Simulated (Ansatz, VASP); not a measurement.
# Tl in VASP and in Ansatz

File INCAR:

```
PREC = Accurate
ENCUT = 520
EDIFF = 1E-6
ISMEAR = -1
SIGMA = 0.1
LREAL = False
LASPH = True
NELM = 80
ALGO = Normal
ISIF = 2
LWAVE = False
LCHARG = True
GGA = PE
LELF = True
LVHAR = True
NBANDS = 12
```

KPOINTS

```
Automatic mesh
0
Gamma
  18 18 18
```

Contents of POSCAR:

```
Tl
1.0
   -1.9058623239      1.9058623239      1.9058623239
    1.9058623239     -1.9058623239      1.9058623239
    1.9058623239      1.9058623239     -1.9058623239
Tl
1
Direct
    0.0000000000      0.0000000000      0.0000000000
```

Input for Ansatz:

```yaml
crystal:
  lattice:
    - [-1.9058623239, 1.9058623239, 1.9058623239]
    - [1.9058623239, -1.9058623239, 1.9058623239]
    - [1.9058623239, 1.9058623239, -1.9058623239]
  atoms:
    - { symbol: Tl, position: [0.0, 0.0, 0.0] }
hamiltonian:
  xc: pbe
  pseudopotentials:
    kind: paw
    azcp:
      Tl: "pseudopotentials/Tl.paw.azcp"
basis:
  ecutwfc: 420
  fft_grid_basis: typed
kpoints:
  mp_grid: { grid: [18, 18, 18], shift: [0, 0, 0] }
magnetization:
  spin_polarized: false
scf:
  occupations: { method: fermi_dirac, width: 0.1 }
output:
  stress: true
```

Alike in both runs: task single point; functional PBE; k mesh 18 × 18 × 18; occupations fermi-dirac, width 0.1 eV; no spin polarisation.

|  | VASP | Ansatz |
| --- | --- | --- |
| version | VASP 6.6.1 | Ansatz 0.2.0 |
| potentials or method | VASP PAW PBE potentials, release 64 (Tl_d), cutoff 520 eV | plane waves (420 eV) with PAW, scalar-relativistic |
| valence electrons in the cell | 13 | 13 |

Ansatz gave:

| Quantity | Value |
| --- | --- |
| pressure (GPa) | 4.7 |

Task: What did VASP give for the same quantities?

Result: Pressure (GPa): 4.6.

With one functional, cell and mesh, what is left measures potentials, basis and numerics.

Spin-orbit coupling is off throughout.
